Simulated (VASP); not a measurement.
# MgO (Fm-3m) in VASP: further runs, part 2 of 2

VASP 6.6.1. Earlier steps stand in the parts before.

## 5. Single point, PBE

Input file INCAR:

```
SYSTEM = MgO
  PREC = Accurate
  ENCUT = 600
  EDIFF = 1E-6
  ISMEAR = -5
  SIGMA = 0.1
  LREAL = .False.
  LASPH = .True.
  NELM = 120
  ALGO = Normal
  ISIF = 2
  LWAVE = .False.
  LCHARG = .False.
  GGA = PE
  NBANDS = 11
  GGA_COMPAT = .False.
```

Input file KPOINTS:

```
regular mesh
0
Gamma
  8 8 8
  0 0 0
```

Input file POSCAR:

```
MgO
1.0
    0.0000000000      2.1205000000      2.1205000000
    2.1205000000      0.0000000000      2.1205000000
    2.1205000000      2.1205000000      0.0000000000
Mg O
1 1
Direct
    0.0000000000      0.0000000000      0.0000000000
    0.5000000000      0.5000000000      0.5000000000
```

Potentials or basis: VASP PAW PBE potentials, release 64 (Mg, O).

Launch:

```console
> cat potpaw_PBE.64/Mg/POTCAR potpaw_PBE.64/O/POTCAR > POTCAR
> mpirun -np 1 vasp_std > vasp.out
```

OUTCAR:

```text
SYSTEM = MgO
   PREC = Accurate
   ENCUT = 600
   EDIFF = 1E-6
   ISMEAR = -5
   LREAL = .False.
   LASPH = .True.
   NELM = 120
   ISIF = 2
   GGA = PE

 ion  position               nearest neighbor table
   1  0.000  0.000  0.000-   2 2.12   2 2.12   2 2.12   2 2.12   2 2.12   2 2.12
   2  0.500  0.500  0.500-   1 2.12   1 2.12   1 2.12   1 2.12   1 2.12   1 2.12

  LATTYP: Found a face centered cubic cell.
 ALAT       =     4.2410000000

  Lattice vectors:

 A1 = (   0.0000000000,   2.1205000000,   2.1205000000)
 A2 = (   2.1205000000,   0.0000000000,   2.1205000000)
 A3 = (   2.1205000000,   2.1205000000,   0.0000000000)

Analysis of symmetry for initial positions (statically):
=====================================================================
 Subroutine PRICEL returns:
 Original cell was already a primitive cell.

 Routine SETGRP: Setting up the symmetry group for a
 face centered cubic supercell.

 Subroutine GETGRP returns: Found 48 space group operations
[... 9 lines left out ...]

 Routine SETGRP: Setting up the symmetry group for a
 face centered cubic supercell.

 Subroutine GETGRP returns: Found 48 space group operations
[... 11 lines left out ...]
                                     Primitive cell

  volume of cell :      19.0697

  direct lattice vectors                    reciprocal lattice vectors
     0.000000000  2.120500000  2.120500000    -0.235793445  0.235793445  0.235793445
     2.120500000  0.000000000  2.120500000     0.235793445 -0.235793445  0.235793445
     2.120500000  2.120500000  0.000000000     0.235793445  0.235793445 -0.235793445

  length of vectors
     2.998839859  2.998839859  2.998839859     0.408406227  0.408406227  0.408406227

  position of ions in fractional coordinates (direct lattice)
     0.000000000  0.000000000  0.000000000
     0.500000000  0.500000000  0.500000000

  ion indices of the primitive-cell ions
   primitive index   ion index
                 1           1
                 2           2

[... 99 lines left out ...]
   LHFCALC =     F    Hartree Fock is set to
   AEXX    =    0.0000 exact exchange contribution
   IVDW    =     0    specifies the selected vdW correction
   LEPSILON=     F    determine dielectric tensor
   LRPA    =     F    only Hartree local field effects (RPA)
 non-spin polarized calculation
 Fermi weights with tetrahedron method with Bloechl corrections
  energy-cutoff  :      600.00
  volume of cell :       19.07
 maximum number of plane-waves:       652
   NGX = 11   NGY = 11   NGZ = 11

 number of electron       8.0000005 magnetization

 Free energy of the ion-electron system (eV)
  ---------------------------------------------------
  ext. energy  EPLUGINS =         0.00000000
  ---------------------------------------------------
  free energy    TOTEN  =       -11.91472283 eV

  energy without entropy =      -11.91472283  energy(sigma->0) =      -11.91472283

 E-fermi :   3.1432     XC(G=0): -10.9814

 val. band max:        3.0327389743   @ k =   0.0000   0.0000   0.0000
 cond. band min:       7.5629138632   @ k =   0.0000   0.0000   0.0000
 fundamental gap:      4.5301748889
 Fermi energy:         3.1431524644

 k-point     1 :       0.0000    0.0000    0.0000
  band No.  band energies     occupation
      1     -14.1259      2.00000
      2       3.0327      2.00000
      3       3.0327      2.00000
      4       3.0327      2.00000
      5       7.5629      0.00000
      6      18.7182      0.00000
      7      18.7182      0.00000
      8      18.7182      0.00000
      9      22.5799      0.00000
     10      24.3317      0.00000
     11      24.3317      0.00000
[... 309 lines left out ...]
 k-point    24 :      -0.3750    0.2500    0.1250
  band No.  band energies     occupation
      1     -12.7480      2.00000
      2      -0.8874      2.00000
      3       1.1439      2.00000
      4       2.0735      2.00000
      5      12.5606      0.00000
      6      15.0324      0.00000
      7      16.3083      0.00000
      8      19.6811      0.00000
      9      23.3186      0.00000
     10      24.8361      0.00000
     11      28.8656      0.00000

 [... further k-points ...]

------------------------ aborting loop because EDIFF is reached ----------------------------------------

  FORCE on cell =-STRESS in cart. coord.  units (eV):
  Direction    XX          YY          ZZ          XY          YZ          ZX
  --------------------------------------------------------------------------------------
  -------------------------------------------------------------------------------------
  Total        0.0459865      0.0459865      0.0459865     -0.0000000     -0.0000000      0.0000000
  in kB        3.8636341      3.8636341      3.8636341     -0.0000000     -0.0000000      0.0000000
  external PRESSURE =       3.8636341 kB  Pullay stress =       0.0000000 kB

 VOLUME and BASIS-vectors are now :
 -----------------------------------------------------------------------------
  energy-cutoff  :      600.00
  volume of cell :       19.07
      direct lattice vectors                 reciprocal lattice vectors
     0.000000000  2.120500000  2.120500000    -0.235793445  0.235793445  0.235793445
     2.120500000  0.000000000  2.120500000     0.235793445 -0.235793445  0.235793445
     2.120500000  2.120500000  0.000000000     0.235793445  0.235793445 -0.235793445

 POSITION                                       TOTAL-FORCE (eV/Angst)
 -----------------------------------------------------------------------------------
      0.00000      0.00000      0.00000         0.000000      0.000000     -0.000000
      2.12050      2.12050      2.12050        -0.000000     -0.000000      0.000000
 -----------------------------------------------------------------------------------
    total drift:                               -0.000000     -0.000000      0.000000

  FREE ENERGIE OF THE ION-ELECTRON SYSTEM (eV)
  ---------------------------------------------------
  free  energy   TOTEN  =       -11.9147228335 eV

  energy  without entropy=      -11.9147228335  energy(sigma->0) =      -11.91472283
```

stdout:

```text
POSCAR found type information on POSCAR MgO
 POSCAR found :  2 types and       2 ions
 scaLAPACK will be used
 LDA part: xc-table for (Slater+PW92), standard interpolation
 POSCAR, INCAR and KPOINTS ok, starting setup
 FFT: planning ... GRIDC
 FFT: planning ... GRID_SOFT
 FFT: planning ... GRID
 WAVECAR not read
 entering main loop
```

Run time: 11 s. Hardware: 1 thread of Intel Xeon 8259CL, shared host; peak memory 0.14 GiB.

Results:

```
Free energy            : -11.9147 eV
Pressure               : 0.4 GPa
Band gap on the k mesh : 4.53 eV, direct
```

Levels at points of the mesh, in eV from the valence-band top:
```csv
k point,band 2,band 3,band 4,band 5,band 6,band 7
"(0.00, 0.00, 0.00)",0.00,0.00,0.00,4.53,15.69,15.69
"(0.50, 0.00, 0.00)",-4.53,-0.63,-0.63,7.77,12.37,16.10
"(0.50, 0.50, 0.00)",-4.00,-1.32,-1.32,9.10,9.75,12.88
```

## 6. Summary

```tsv
k mesh	cutoff (eV)	smearing	gap on the mesh (eV)	pressure (GPa)
8 × 8 × 8	520	fermi-dirac 0.1 eV	4.53	0.6
4 × 4 × 4	600	fermi-dirac 0.1 eV	4.52	0.4
8 × 8 × 8	600	fermi-dirac 0.1 eV	4.53	0.4
8 × 8 × 8	600	tetrahedron	4.53	0.4
```

Alike in all rows: task single point; level PBE; potentials or basis VASP PAW PBE potentials, release 64 (Mg, O); no spin polarisation; cell as given.

Caveats: some runs use coarse meshes.

Absolute energies hang on the potentials; compare differences alone.

## 7. Against experiment

Step 2. Against the measured gap of MgO, 7.83 eV (quoted in “Electronic structure of alkaline earth and post-transition metal oxides”, 2009, arxiv:0908.1581), the calculated 4.53 eV is off by -3.30 eV. The value is that of PBE, without temperature or zero-point motion. Semilocal functionals fall short of measured gaps as a rule.

Step 4. Measured gap of MgO: 7.83 eV (quoted in “Electronic structure of alkaline earth and post-transition metal oxides”, 2009, arxiv:0908.1581). This calculation gives 4.53 eV (-3.30 eV). The value is that of PBE, without temperature or zero-point motion. Semilocal functionals fall short of measured gaps as a rule.

Step 5. A measured gap of MgO is 7.83 eV (quoted in “Electronic structure of alkaline earth and post-transition metal oxides”, 2009, arxiv:0908.1581); the calculated 4.53 eV misses it by -3.30 eV. The value is that of PBE, without temperature or zero-point motion. Semilocal functionals fall short of measured gaps as a rule.
